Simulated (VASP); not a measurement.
# Ni: single point with r2SCAN

Crystal: Ni.

```xyz
1
Lattice="2.3800 0.0000 0.0000 -1.1900 2.0612 0.0000 0.0000 0.0000 2.3367" Properties=species:S:1:pos:R:3 pbc="T T T"
Ni    0.0000    0.0000    0.0000
```

```yaml
Program: VASP 6.6.1
Task: single point
Functional: r2SCAN
Potentials_or_basis: VASP PAW PBE potentials, release 64 (Ni)
Cutoff: 520 eV
k_mesh: 9 × 9 × 8
Occupations: gaussian, width 0.1 eV
Spin: collinear spin, ferromagnetic start
Starting_moments: "[0.84] μB"
Dipole_correction: no
Further_INCAR_settings: ALGO = Normal; EDIFF = 1e-06; NBANDS = 15
```

The pressure is 0.3 GPa. The net moment is 0.71 μB per cell. The site moments are Ni +0.72 μB. The valence electrons inside the program's atomic spheres are Ni 9.37.

Stress tensor (GPa, compression positive):
```
 0.49  0.00  0.00
 0.00  0.49  0.00
 0.00  0.00 -0.08
```

Levels at points of the mesh, in eV from the Fermi level:
Spin up:
```csv
k point,band 2,band 3,band 4,band 5,band 6,band 7,band 8,band 9
"(0.00, 0.00, 0.00)",-4.20,-2.67,-2.67,-0.60,-0.60,19.39,24.45,25.03
"(0.00, 0.00, 0.50)",-2.44,-2.44,-1.59,-1.47,-1.47,3.32,29.73,32.74
```
Spin down:
```csv
k point,band 2,band 3,band 4,band 5,band 6,band 7,band 8,band 9
"(0.00, 0.00, 0.00)",-3.08,-1.53,-1.53,0.28,0.28,19.45,24.74,24.85
"(0.00, 0.00, 0.50)",-1.68,-1.27,-1.27,-0.64,-0.64,4.22,29.63,32.95
```

Wall time 32 s on 1 thread of Intel(R) Xeon(R) 6975P-C (Granite Rapids) (shared host), peak memory 0.13 GiB.

Caveat: the PAW data sets were made with another functional, which shifts forces and pressure a little.
